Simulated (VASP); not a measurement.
A run of VASP 6.6.1 is set up as follows.

INCAR

```
SYSTEM = IrPt2
  PREC = Accurate
  ENCUT = 520
  EDIFF = 1E-6
  ISMEAR = 0
  SIGMA = 0.2
  LREAL = .False.
  LASPH = .True.
  NELM = 60
  ALGO = Fast
  ISIF = 2
  LWAVE = .False.
  LCHARG = .False.
  GGA = PE
  NBANDS = 38
```

The input KPOINTS:

```
Automatic mesh
0
Gamma
  8 4 4
  0 0 0
```

POSCAR

```
IrPt2
1.0
    2.7933839359      0.0002276487      0.0000787782
    0.0002215738      4.8221904098     -0.0002665265
    0.0001902834     -0.0001542023      6.7930678883
Ir Pt
2 4
Direct
    0.0000037354      0.0000003841     -0.0000012027
    0.4999959567      0.4999998176      1.0000011108
    0.9998778177      0.3340825465      0.3287256865
    0.4998894527      0.8340818551      0.3287230970
    0.5001247519      0.1659166268      0.6712756072
    1.0001082855      0.6659187699      0.6712757013
```

Potentials or basis: VASP PAW PBE potentials, release 64 (Ir, Pt).

Run with:

```sh
$ cat potpaw_PBE.64/Ir/POTCAR potpaw_PBE.64/Pt/POTCAR > POTCAR
$ mpirun -np 1 vasp_std > vasp.out
```

(1) Predict the largest force.

(2) Estimate the band gap on the k mesh.

Answers

(1) 0.022 eV/Å.

(2) zero (band 29 reaches 11.52 eV, above the bottom of band 30 at 9.57 eV).

Caveat: spin-orbit coupling is left out, which moves the levels of the heavy elements.
